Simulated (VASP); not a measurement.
# Cu3N (Pm-3m) in VASP: further runs

Aim: see how the results for Cu3N move with the level of theory and the settings. Levels: PBE, PBE+D4. Tasks: single point.

All numbers are computed with VASP 6.6.1; they aren't measurements. Logs are shortened: lines on timing, memory, paths and dates and some standing lists are left out, and cuts for length are marked.

## 1. The cell of the first run

It takes space group Pm-3m (No. 221, cubic). Conventional cell: a = 3.789 Å, b = 3.789 Å, c = 3.789 Å, α = 90.00°, β = 90.00°, γ = 90.00°. Within 2.5 Å of Cu (site symmetry 4/mmm) lie 2 N at 1.89 Å. Within 2.5 Å of N (site symmetry m-3m) lie 6 Cu at 1.89 Å.

## 2. Single point, PBE

File INCAR:

```
SYSTEM = Cu3N
  PREC = Accurate
  ENCUT = 600
  EDIFF = 1E-6
  ISMEAR = -1
  SIGMA = 0.02
  LREAL = .False.
  LASPH = .True.
  NELM = 120
  ALGO = Normal
  ISIF = 2
  LWAVE = .False.
  LCHARG = .False.
  GGA = PE
  NBANDS = 27
  GGA_COMPAT = .False.
```

File KPOINTS:

```
Automatic mesh
0
Gamma
  4 4 4
  0.5 0.5 0.5
```

File POSCAR:

```
Cu3N
1.0
    3.7893700817      0.0000000000      0.0000000000
    0.0000000000      3.7893700817      0.0000000000
    0.0000000000      0.0000000000      3.7893700817
Cu N
3 1
Direct
    0.5000000000      0.0000000000      0.0000000000
    0.0000000000      0.5000000000      0.0000000000
    0.0000000000      0.0000000000      0.5000000000
    0.0000000000      0.0000000000      0.0000000000
```

Potentials or basis: VASP PAW PBE potentials, release 64 (Cu, N).

Launch:

```console
> cat potpaw_PBE.64/Cu/POTCAR potpaw_PBE.64/N/POTCAR > POTCAR
> mpirun -np 1 vasp_std > vasp.out
```

OUTCAR:

```text
SYSTEM = Cu3N
   PREC = Accurate
   ENCUT = 600
   EDIFF = 1E-6
   ISMEAR = -1
   LREAL = .False.
   LASPH = .True.
   NELM = 120
   ISIF = 2
   GGA = PE

 ion  position               nearest neighbor table
   1  0.500  0.000  0.000-   4 1.89   4 1.89   2 2.68   3 2.68   2 2.68   2 2.68   3 2.68   3 2.68
                             3 2.68   2 2.68
   2  0.000  0.500  0.000-   4 1.89   4 1.89   1 2.68   3 2.68   1 2.68   3 2.68   3 2.68   3 2.68
                             1 2.68   1 2.68
   3  0.000  0.000  0.500-   4 1.89   4 1.89   1 2.68   1 2.68   2 2.68   2 2.68   2 2.68   2 2.68
                             1 2.68   1 2.68
   4  0.000  0.000  0.000-   1 1.89   2 1.89   3 1.89   3 1.89   2 1.89   1 1.89

  LATTYP: Found a simple cubic cell.
 ALAT       =     3.7893700817

  Lattice vectors:

 A1 = (   3.7893700817,   0.0000000000,   0.0000000000)
 A2 = (   0.0000000000,   3.7893700817,   0.0000000000)
 A3 = (   0.0000000000,   0.0000000000,   3.7893700817)

Analysis of symmetry for initial positions (statically):
=====================================================================
 Subroutine PRICEL returns:
 Original cell was already a primitive cell.

 Routine SETGRP: Setting up the symmetry group for a
 simple cubic supercell.

 Subroutine GETGRP returns: Found 48 space group operations
 (whereof 48 operations were pure point group operations)
 out of a pool of 48 trial point group operations.

The static configuration has the point symmetry O_h .

Analysis of symmetry for dynamics (positions and initial velocities):
=====================================================================
 Subroutine PRICEL returns:
 Original cell was already a primitive cell.

 Routine SETGRP: Setting up the symmetry group for a
 simple cubic supercell.

 Subroutine GETGRP returns: Found 48 space group operations
 (whereof 48 operations were pure point group operations)
 out of a pool of 48 trial point group operations.

The dynamic configuration has the point symmetry O_h .

 Subroutine INISYM returns: Found 48 space group operations
 (whereof 48 operations are pure point group operations),
 and found     1 'primitive' translations

----------------------------------------------------------------------------------------

                                     Primitive cell

  volume of cell :      54.4128

[... 68 lines left out ...]
   LASPH  =      T    aspherical Exc in radial PAW
   ENCUT  =  600.0 eV  44.10 Ry    6.64 a.u.   7.57  7.57  7.57*2*pi/ulx,y,z
   NELM   =    120;   NELMIN=  2; NELMDL= -5     # of ELM steps
   EDIFF  = 0.1E-05   stopping-criterion for ELM
   LREAL  =      F    real-space projection
   EDIFFG = 0.1E-04   stopping-criterion for IOM
   NSW    =      0    number of steps for IOM
   IBRION =     -1    ionic relax: 0-MD 1-quasi-New 2-CG
   NFREE  =      0    steps in history (QN), initial steepest desc. (CG)
   ISIF   =      2    stress and relaxation
   ISYM   =      2    0-nonsym 1-usesym 2-fastsym
   POTIM  = 0.5000    time-step for ionic-motion
   TEBEG  =    0.0;   TEEND  =   0.0 temperature during run
   PSTRESS=    0.0 pullay stress
   NELECT =      38.0000    total number of electrons
   NUPDOWN=      -1.0000    fix difference up-down
   EMIN   =  10.00;   EMAX   =-10.00  energy-range for DOS
   EFERMI =   0.00;   METHOD = LEGACY
   ISMEAR =    -1;   SIGMA  =   0.02  broadening in eV -4-tet -1-fermi 0-gaus
   EFERMI_NEDOS =   21; number of points for ismear=-14 and -15
   IALGO  =     38    algorithm
   IMIX   =      4    mixing-type and parameters
     AMIX     =   0.40;   BMIX     =  1.00
     AMIX_MAG =   1.60;   BMIX_MAG =  1.00
  volume/ion in A,a.u.               =      13.60        91.80
  Fermi-wavevector in a.u.,A,eV,Ry     =   1.452454  2.744740 28.703152  2.109622
  Thomas-Fermi vector in A             =   2.569834
   LORBIT       =      0    0 simple, 1 ext, 2 COOP (PROOUT), +10 PAW based schemes
   GGA     = PE    functional components
   LHFCALC =     F    Hartree Fock is set to
   AEXX    =    0.0000 exact exchange contribution
   IVDW    =     0    specifies the selected vdW correction
   LEPSILON=     F    determine dielectric tensor
   LRPA    =     F    only Hartree local field effects (RPA)
 non-spin polarized calculation
  energy-cutoff  :      600.00
  volume of cell :       54.41
 maximum number of plane-waves:      1830
 NGX is ok and might be reduce to    30
   NGX = 15   NGY = 15   NGZ = 15

 number of electron      37.9999988 magnetization

 Free energy of the ion-electron system (eV)
  ---------------------------------------------------
  ext. energy  EPLUGINS =         0.00000000
  ---------------------------------------------------
  free energy    TOTEN  =       -18.40130034 eV

  energy without entropy =      -18.40130034  energy(sigma->0) =      -18.40130034

 E-fermi :   5.0958     XC(G=0): -10.8958

 val. band max:        4.6476032596   @ k =   0.3750   0.3750   0.3750
 cond. band min:       6.6486903333   @ k =   0.3750   0.3750   0.1250
 fundamental gap:      2.0010870737
 Fermi energy:         5.0958357706

 k-point     1 :       0.1250    0.1250    0.1250
  band No.  band energies     occupation
      1     -11.7244      2.00000
      2      -0.6972      2.00000
      3      -0.5633      2.00000
      4      -0.5633      2.00000
      5       0.3345      2.00000
      6       1.3551      2.00000
[... 109 lines left out ...]
     26      12.8318      0.00000
     27      17.7961      0.00000

------------------------ aborting loop because EDIFF is reached ----------------------------------------

  FORCE on cell =-STRESS in cart. coord.  units (eV):
  Direction    XX          YY          ZZ          XY          YZ          ZX
  --------------------------------------------------------------------------------------
  -------------------------------------------------------------------------------------
  Total        1.4100731      1.4100731      1.4100731      0.0000000      0.0000000     -0.0000000
  in kB       41.5194064     41.5194064     41.5194064      0.0000000      0.0000000     -0.0000000
  external PRESSURE =      41.5194064 kB  Pullay stress =       0.0000000 kB

 VOLUME and BASIS-vectors are now :
 -----------------------------------------------------------------------------
  energy-cutoff  :      600.00
  volume of cell :       54.41
      direct lattice vectors                 reciprocal lattice vectors
     3.789370082  0.000000000  0.000000000     0.263896104  0.000000000  0.000000000
     0.000000000  3.789370082  0.000000000     0.000000000  0.263896104  0.000000000
     0.000000000  0.000000000  3.789370082     0.000000000  0.000000000  0.263896104

 POSITION                                       TOTAL-FORCE (eV/Angst)
 -----------------------------------------------------------------------------------
      1.89469      0.00000      0.00000         0.000000      0.000000      0.000000
      0.00000      1.89469      0.00000         0.000000      0.000000      0.000000
      0.00000      0.00000      1.89469         0.000000      0.000000      0.000000
      0.00000      0.00000      0.00000         0.000000      0.000000      0.000000
 -----------------------------------------------------------------------------------
    total drift:                                0.000000      0.000000      0.000000

  FREE ENERGIE OF THE ION-ELECTRON SYSTEM (eV)
  ---------------------------------------------------
  free  energy   TOTEN  =       -18.4013003386 eV

  energy  without entropy=      -18.4013003386  energy(sigma->0) =      -18.40130034
```

stdout:

```text
POSCAR found type information on POSCAR CuN
 POSCAR found :  2 types and       4 ions
 scaLAPACK will be used
 LDA part: xc-table for (Slater+PW92), standard interpolation
 POSCAR, INCAR and KPOINTS ok, starting setup
 FFT: planning ... GRIDC
 FFT: planning ... GRID_SOFT
 FFT: planning ... GRID
 WAVECAR not read
 entering main loop
```

Run time: 8.8 s. Hardware: 1 thread of Intel Xeon 8259CL, shared host; peak memory 0.16 GiB.

What came out:

* Free energy: -18.4013 eV
* Pressure: 4.2 GPa
* Band gap on the k mesh: 2.00 eV (least direct gap 2.25 eV)

Caveat: the cell stands under pressure; a shifted mesh leaves out Γ, where band edges can lie.

## 3. Single point, PBE

File INCAR:

```
ALGO = Normal
EDIFF = 1E-6
ENCUT = 600
GGA = PE
GGA_COMPAT = F
ISIF = 2
ISMEAR = -1
LASPH = T
LCHARG = F
LREAL = F
LWAVE = F
NBANDS = 27
NELM = 120
PREC = Accurate
SIGMA = 0.02
```

File KPOINTS:

```
k-points
0
Gamma
  4 4 4
```

POSCAR is that of step 2.

Potentials or basis: VASP PAW PBE potentials, release 64 (Cu, N).

Launch:

```console
> cat potpaw_PBE.64/Cu/POTCAR potpaw_PBE.64/N/POTCAR > POTCAR
> mpirun -np 1 vasp_std > vasp.out
```

Run time: 21 s. Hardware: 1 thread of Intel Xeon 8259CL, shared host; peak memory 0.17 GiB.

Results (log left out):

```yaml
Free_energy: -18.3050 eV
Pressure: 5.3 GPa
Band_gap_on_the_k_mesh: 0.12 eV (least direct gap 0.66 eV)
```

Levels at points of the mesh, in eV from the valence-band top:
```
           k point  band 17  band 18  band 19  band 20  band 21  band 22
(0.00, 0.00, 0.00)    -1.87    -1.87    -1.84     1.05     5.34     5.34
(0.50, 0.00, 0.00)    -1.87    -1.44    -1.44     1.62     3.35     6.88
(0.50, 0.50, 0.00)    -1.10    -1.10    -0.70     0.12     3.63     4.87
(0.50, 0.50, 0.50)     0.00     0.00     0.00     0.73     0.73     0.73
```

Caveat: the cell stands under pressure; semilocal functionals underestimate gaps, and a narrow one can read as zero. A k mesh can miss the band edges.

## 4. Single point, PBE

File INCAR:

```
  ALGO = Normal
  EDIFF = 1E-6
  ENCUT = 600
  GGA = PE
  GGA_COMPAT = F
  ISIF = 2
  ISMEAR = 0
  LASPH = T
  LCHARG = F
  LREAL = F
  LWAVE = F
  NBANDS = 27
  NELM = 120
  PREC = Accurate
  SIGMA = 0.001
```

KPOINTS is that of step 3.

POSCAR is that of step 3.

Launch:

```console
> cat potpaw_PBE.64/Cu/POTCAR potpaw_PBE.64/N/POTCAR > POTCAR
> mpirun -np 1 vasp_std > vasp.out
```

It took 18 s on 1 thread of Intel Xeon 8259CL, shared host; peak memory 0.17 GiB.

It converged, with:

```yaml
Free_energy: -18.3048 eV
Pressure: 5.3 GPa
Band_gap_on_the_k_mesh: 0.12 eV (least direct gap 0.66 eV)
```

Levels at points of the mesh, in eV from the valence-band top:
| k point | band 16 | band 17 | band 18 | band 19 | band 20 | band 21 | band 22 | band 23 |
| --- | --- | --- | --- | --- | --- | --- | --- | --- |
| (0.00, 0.00, 0.00) | -1.87 | -1.87 | -1.87 | -1.84 | 1.05 | 5.34 | 5.34 | 6.61 |
| (0.50, 0.00, 0.00) | -2.24 | -1.87 | -1.44 | -1.44 | 1.62 | 3.35 | 6.88 | 7.22 |
| (0.50, 0.50, 0.00) | -2.20 | -1.10 | -1.10 | -0.70 | 0.12 | 3.63 | 4.87 | 4.87 |
| (0.50, 0.50, 0.50) | -1.92 | 0.00 | 0.00 | 0.00 | 0.73 | 0.73 | 0.73 | 6.10 |

Caveat: the cell stands under pressure; semilocal functionals underestimate gaps, and a narrow one can read as zero.

[end of part 1 of 2]
